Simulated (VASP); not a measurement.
# SnSe (R-3m) in VASP: single point with PBE

Aim: the single point of SnSe with PBE.

All numbers are computed with VASP 6.6.1; they aren't measurements. Logs are shortened: lines on timing, memory, paths and dates and some standing lists are left out, and cuts for length are marked.

## (1) The cell of the first run

It takes space group R-3m (No. 166, trigonal). Conventional cell: a = 4.536 Å, b = 4.536 Å, c = 10.486 Å, α = 90.00°, β = 90.00°, γ = 120.00°. Sn (site symmetry -3m) has 6 Se at 3.15 Å within 4.1 Å. Within 4.1 Å of Se (site symmetry -3m) lie 6 Sn at 3.15 Å.

## (2) Single point, PBE (strained)

INCAR reads:

```
SYSTEM = SnSe
PREC = Accurate
ENCUT = 520
EDIFF = 1E-6
ISMEAR = 0
SIGMA = 0.05
LREAL = .FALSE.
LASPH = .TRUE.
NELM = 60
ALGO = Normal
ISIF = 2
LWAVE = .FALSE.
LCHARG = .FALSE.
GGA = PE
NBANDS = 17
```

KPOINTS reads:

```
regular mesh
0
G
  10 10 10
  0 0 0
```

POSCAR reads:

```
SnSe
1.0
    0.0000000000      3.2076667000      3.2076667000
    3.2076667000      0.0000000000      3.2076667000
    3.0872667000      3.0872667000      0.1204000000
Sn Se
1 1
Direct
    0.0000000000      0.0000000000      0.0000000000
    0.5000000000      0.5000000000      0.5000000000
```

Potentials or basis: VASP PAW PBE potentials, release 64 (Sn_d, Se).

The run is started by

```sh
$ cat potpaw_PBE.64/Sn_d/POTCAR potpaw_PBE.64/Se/POTCAR > POTCAR
$ mpirun -np 1 vasp_std > vasp.out
```

OUTCAR:

```text
SYSTEM = SnSe
   PREC = Accurate
   ENCUT = 520
   EDIFF = 1E-6
   ISMEAR = 0
   LREAL = .FALSE.
   LASPH = .TRUE.
   NELM = 60
   ISIF = 2
   GGA = PE

 ion  position               nearest neighbor table
   1  0.000  0.000  0.000-   2 3.15   2 3.15   2 3.15   2 3.15   2 3.15   2 3.15
   2  0.500  0.500  0.500-   1 3.15   1 3.15   1 3.15   1 3.15   1 3.15   1 3.15

  LATTYP: Found a trigonal (rhomboedric) cell.
 ALAT       =     4.3677142207
 COS(alpha) =     0.4606507966

  Lattice vectors:

 A1 = (   3.0872667000,  -0.1204000000,  -3.0872667000)
 A2 = (  -0.1204000000,   3.0872667000,  -3.0872667000)
 A3 = (   3.0872667000,   3.0872667000,   0.1204000000)

Analysis of symmetry for initial positions (statically):
=====================================================================
 Subroutine PRICEL returns:
 Original cell was already a primitive cell.

 Routine SETGRP: Setting up the symmetry group for a
 trigonal (rhombohedral) supercell.

 Subroutine GETGRP returns: Found 12 space group operations
 (whereof 12 operations were pure point group operations)
 out of a pool of 12 trial point group operations.

The static configuration has the point symmetry D_3d.

Analysis of symmetry for dynamics (positions and initial velocities):
=====================================================================
 Subroutine PRICEL returns:
 Original cell was already a primitive cell.

 Routine SETGRP: Setting up the symmetry group for a
 trigonal (rhombohedral) supercell.

 Subroutine GETGRP returns: Found 12 space group operations
 (whereof 12 operations were pure point group operations)
 out of a pool of 12 trial point group operations.

The dynamic configuration has the point symmetry D_3d.

 Subroutine INISYM returns: Found 12 space group operations
 (whereof 12 operations are pure point group operations),
 and found     1 'primitive' translations

----------------------------------------------------------------------------------------

                                     Primitive cell

  volume of cell :      62.2917

  direct lattice vectors                    reciprocal lattice vectors
     0.000000000  3.207666700  3.207666700    -0.158976498  0.152776590  0.158976498
     3.207666700  0.000000000  3.207666700     0.152776590 -0.158976498  0.158976498
     3.087266700  3.087266700  0.120400000     0.165176407  0.165176407 -0.165176407

  length of vectors
     4.536325751  4.536325751  4.367714221     0.271822995  0.271822995  0.286093928

  position of ions in fractional coordinates (direct lattice)
     0.000000000  0.000000000  0.000000000
     0.500000000  0.500000000  0.500000000

  ion indices of the primitive-cell ions
   primitive index   ion index
                 1           1
                 2           2

----------------------------------------------------------------------------------------

 KPOINTS: regular mesh

Automatic generation of k-mesh.
 Grid dimensions read from file:
 generate k-points for:   10   10   10

 Generating k-lattice:

  Cartesian coordinates                     Fractional coordinates (reciprocal lattice)
    -0.015897650  0.015277659  0.015897650     0.100000000  0.000000000 -0.000000000
     0.015277659 -0.015897650  0.015897650     0.000000000  0.100000000 -0.000000000
     0.016517641  0.016517641 -0.016517641     0.000000000  0.000000000  0.100000000

  Length of vectors
     0.027182299  0.027182299  0.028609393

  Shift w.r.t. Gamma in fractional coordinates (k-lattice)
     0.000000000  0.000000000  0.000000000

 Subroutine IBZKPT returns following result:
 ===========================================

 Found    116 irreducible k-points:

 Following reciprocal coordinates:
            Coordinates               Weight
  0.000000  0.000000  0.000000      1.000000
  0.100000  0.000000  0.000000      6.000000
  0.200000  0.000000  0.000000      6.000000
  0.300000  0.000000 -0.000000      6.000000
  0.400000  0.000000 -0.000000      6.000000
  0.500000  0.000000 -0.000000      3.000000
[... 16 lines left out ...]
  0.300000  0.300000 -0.000000      6.000000
  0.400000  0.300000  0.000000     12.000000
 [... further k-points ...]
   k-points           NKPTS =    116   k-points in BZ     NKDIM =    116   number of bands    NBANDS=     17
   number of dos      NEDOS =    301   number of ions     NIONS =      2
   total plane-waves  NPLWV =  41472
   dimension x,y,z NGX =    36 NGY =   36 NGZ =   32
   dimension x,y,z NGXF=    72 NGYF=   72 NGZF=   64
   ions per type =               1   1
   NGX,Y,Z   is equivalent  to a cutoff of  13.19, 13.19, 12.18 a.u.
   NGXF,Y,Z  is equivalent  to a cutoff of  26.39, 26.39, 24.36 a.u.
 SYSTEM =  SnSe
   PREC   = accura    normal or accurate (medium, high low for compatibility)
   ISTART =      0    job   : 0-new  1-cont  2-samecut
   ICHARG =      2    charge: 1-file 2-atom 10-const
   ISPIN  =      1    spin polarized calculation?
   LNONCOLLINEAR =      F non collinear calculations
   LSORBIT =      F    spin-orbit coupling
   LASPH  =      T    aspherical Exc in radial PAW
   ENCUT  =  520.0 eV  38.22 Ry    6.18 a.u.   8.43  8.43  8.12*2*pi/ulx,y,z
   NELM   =     60;   NELMIN=  2; NELMDL= -5     # of ELM steps
   EDIFF  = 0.1E-05   stopping-criterion for ELM
   LREAL  =      F    real-space projection
   EDIFFG = 0.1E-04   stopping-criterion for IOM
   NSW    =      0    number of steps for IOM
   IBRION =     -1    ionic relax: 0-MD 1-quasi-New 2-CG
   NFREE  =      0    steps in history (QN), initial steepest desc. (CG)
   ISIF   =      2    stress and relaxation
   ISYM   =      2    0-nonsym 1-usesym 2-fastsym
   POTIM  = 0.5000    time-step for ionic-motion
   TEBEG  =    0.0;   TEEND  =   0.0 temperature during run
   PSTRESS=    0.0 pullay stress
   NELECT =      20.0000    total number of electrons
   NUPDOWN=      -1.0000    fix difference up-down
   EMIN   =  10.00;   EMAX   =-10.00  energy-range for DOS
   EFERMI =   0.00;   METHOD = LEGACY
   ISMEAR =     0;   SIGMA  =   0.05  broadening in eV -4-tet -1-fermi 0-gaus
   EFERMI_NEDOS =   21; number of points for ismear=-14 and -15
   IALGO  =     38    algorithm
   IMIX   =      4    mixing-type and parameters
     AMIX     =   0.40;   BMIX     =  1.00
     AMIX_MAG =   1.60;   BMIX_MAG =  1.00
  volume/ion in A,a.u.               =      31.15       210.18
  Fermi-wavevector in a.u.,A,eV,Ry     =   1.121006  2.118395 17.097828  1.256655
  Thomas-Fermi vector in A             =   2.257657
   LORBIT       =      0    0 simple, 1 ext, 2 COOP (PROOUT), +10 PAW based schemes
   GGA     = PE    functional components
   LHFCALC =     F    Hartree Fock is set to
   AEXX    =    0.0000 exact exchange contribution
   IVDW    =     0    specifies the selected vdW correction
   LEPSILON=     F    determine dielectric tensor
   LRPA    =     F    only Hartree local field effects (RPA)
 non-spin polarized calculation
 Gauss-broadening in eV      SIGMA  =   0.05
  energy-cutoff  :      520.00
  volume of cell :       62.29
 maximum number of plane-waves:      1708
 NGX is ok and might be reduce to    36
   NGX = 17   NGY = 17   NGZ = 17

 number of electron      20.0000000 magnetization

 Free energy of the ion-electron system (eV)
  ---------------------------------------------------
  ext. energy  EPLUGINS =         0.00000000
  ---------------------------------------------------
  free energy    TOTEN  =        -8.10489858 eV

  energy without entropy =       -8.10481883  energy(sigma->0) =       -8.10485871

 E-fermi :   4.3366     XC(G=0):  -9.0076

 val. band max:        4.3217144815   @ k =   0.5000   0.0000  -0.0000
 cond. band min:       4.4318050861   @ k =   0.5000   0.0000  -0.0000
 fundamental gap:      0.1100906046
 Fermi energy:         4.3365948126

 k-point     1 :       0.0000    0.0000    0.0000
  band No.  band energies     occupation
      1     -17.4788      2.00000
      2     -17.4764      2.00000
      3     -17.4764      2.00000
      4     -17.4656      2.00000
      5     -17.4656      2.00000
      6      -8.8260      2.00000
[... 9 lines left out ...]
     16      10.7462      0.00000
     17      12.2475      0.00000

 k-point     2 :       0.1000    0.0000    0.0000
  band No.  band energies     occupation
      1     -17.4785      2.00000
      2     -17.4765      2.00000
      3     -17.4759      2.00000
      4     -17.4658      2.00000
      5     -17.4654      2.00000
      6      -8.7737      2.00000
[... 9 lines left out ...]
     16      10.8850      0.00000
     17      12.7516      0.00000

 k-point     3 :       0.2000    0.0000    0.0000
  band No.  band energies     occupation
      1     -17.4781      2.00000
      2     -17.4769      2.00000
      3     -17.4742      2.00000
      4     -17.4661      2.00000
      5     -17.4646      2.00000
      6      -8.6286      2.00000
[... 9 lines left out ...]
     16      11.4261      0.00000
     17      13.9491      0.00000

 k-point     4 :       0.3000    0.0000   -0.0000
  band No.  band energies     occupation
      1     -17.4780      2.00000
      2     -17.4776      2.00000
      3     -17.4719      2.00000
      4     -17.4665      2.00000
      5     -17.4634      2.00000
      6      -8.4291      2.00000
[... 9 lines left out ...]
     16      12.3370      0.00000
     17      14.9834      0.00000
[... 343 lines left out ...]
      1     -17.4779      2.00000
      2     -17.4749      2.00000
      3     -17.4747      2.00000
      4     -17.4665      2.00000
      5     -17.4633      2.00000
      6      -8.3683      2.00000
[... 9 lines left out ...]
     16      13.1505      0.00000
     17      13.4393      0.00000

 k-point    23 :       0.3000    0.3000   -0.0000
  band No.  band energies     occupation
      1     -17.4805      2.00000
      2     -17.4760      2.00000
      3     -17.4696      2.00000
      4     -17.4681      2.00000
      5     -17.4627      2.00000
      6      -8.2967      2.00000
[... 9 lines left out ...]
     16      13.6358      0.00000
     17      13.8603      0.00000

 k-point    24 :       0.4000    0.3000    0.0000
  band No.  band energies     occupation
      1     -17.4814      2.00000
      2     -17.4763      2.00000
      3     -17.4688      2.00000
      4     -17.4672      2.00000
      5     -17.4622      2.00000
      6      -8.1594      2.00000
[... 9 lines left out ...]
     16      14.1907      0.00000
     17      14.8246      0.00000

 [... further k-points ...]

------------------------ aborting loop because EDIFF is reached ----------------------------------------

  FORCE on cell =-STRESS in cart. coord.  units (eV):
  Direction    XX          YY          ZZ          XY          YZ          ZX
  --------------------------------------------------------------------------------------
  -------------------------------------------------------------------------------------
  Total       -1.6846569     -1.6846569     -1.6846569      0.2560768     -0.2560768     -0.2560768
  in kB      -43.3302903    -43.3302903    -43.3302903      6.5864339     -6.5864339     -6.5864339
  external PRESSURE =     -43.3302903 kB  Pullay stress =       0.0000000 kB

 VOLUME and BASIS-vectors are now :
 -----------------------------------------------------------------------------
  energy-cutoff  :      520.00
  volume of cell :       62.29
      direct lattice vectors                 reciprocal lattice vectors
     0.000000000  3.207666700  3.207666700    -0.158976498  0.152776590  0.158976498
     3.207666700  0.000000000  3.207666700     0.152776590 -0.158976498  0.158976498
     3.087266700  3.087266700  0.120400000     0.165176407  0.165176407 -0.165176407

 POSITION                                       TOTAL-FORCE (eV/Angst)
 -----------------------------------------------------------------------------------
      0.00000      0.00000      0.00000         0.000000     -0.000000      0.000000
      3.14747      3.14747      3.26787        -0.000000      0.000000     -0.000000
 -----------------------------------------------------------------------------------
    total drift:                                0.000000      0.000000      0.000000

  FREE ENERGIE OF THE ION-ELECTRON SYSTEM (eV)
  ---------------------------------------------------
  free  energy   TOTEN  =        -8.1048985825 eV

  energy  without entropy=       -8.1048188312  energy(sigma->0) =       -8.10485871
```

Wall time 50 s (1 thread of Intel Xeon Platinum 8488C (Sapphire Rapids), shared host); peak memory 0.28 GiB.

Results:

| Item | Value |
| --- | --- |
| Free energy | -8.1049 eV |
| Pressure | -4.3 GPa |
| Band gap on the k mesh | zero (bands 10 and 11 overlap by 0.20 eV) |

Caveat: the cell differs from its parent crystal (strained); the cell stands under tension; semilocal functionals underestimate gaps, and a narrow one can read as zero; spin-orbit coupling is left out, which moves the levels of the heavy elements.

The gap in the log of VASP goes by the Fermi energy; the results here count the filled bands.